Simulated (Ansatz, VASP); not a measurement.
# Two plane-wave programs on InP

```
In P
1.0
     0.00000    2.90948    2.90948
     2.90948    0.00000    2.90948
     2.90948    2.90948    0.00000
In P
1 1
Direct
  0.00000 0.00000 0.00000
  0.25000 0.25000 0.25000
```

Change from the starting cell: hydrostatic strain -1.5%.

Alike in both runs: task single point; functional HSE06; k mesh 6 × 6 × 6; no spin polarisation.

|  | VASP | Ansatz |
| --- | --- | --- |
| version | VASP 6.6.1 | Ansatz 0.2.0 |
| potentials or method | VASP PAW PBE potentials, release 64 (In_d, P) | plane waves, PAW |
| plane-wave cutoff (eV) | 520 | 420 |
| occupations | gaussian, width 0.01 eV | fixed |
| valence electrons in the cell | 18 | 18 |

```csv
,VASP,Ansatz,Ansatz less VASP
gap on the k mesh at the Fermi level (eV),1.63,1.63,+0.003
pressure (GPa),3.1,3.2,+0.18
```

Ansatz's warnings: stress exchange threshold loose, stress scf threshold loose.
